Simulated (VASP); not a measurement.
A run of VASP 6.6.1 is set up as follows.

The input INCAR:

```
SYSTEM = Cu
PREC = Accurate
ENCUT = 520
EDIFF = 1E-6
ISMEAR = 1
SIGMA = 0.2
LREAL = .False.
LASPH = .True.
NELM = 100
ALGO = Normal
ISIF = 2
LWAVE = .False.
LCHARG = .False.
NBANDS = 12
```

Contents of KPOINTS:

```
regular mesh
0
Gamma
  15 15 15
  0 0 0
```

The input POSCAR:

```
Cu
1.0
    0.0000000000      1.7588202533      1.7588202533
    1.7588202533      0.0000000000      1.7588202533
    1.7588202533      1.7588202533      0.0000000000
Cu
1
Direct
    0.0000000000      0.0000000000      0.0000000000
```

Potentials or basis: VASP PAW LDA potentials, release 64 (Cu).

Run with:

```bash
$ cat potpaw_LDA.64/Cu/POTCAR > POTCAR
$ mpirun -np 1 vasp_std > vasp.out
```

Question: Predict the pressure.

Answer: 0.7 GPa.
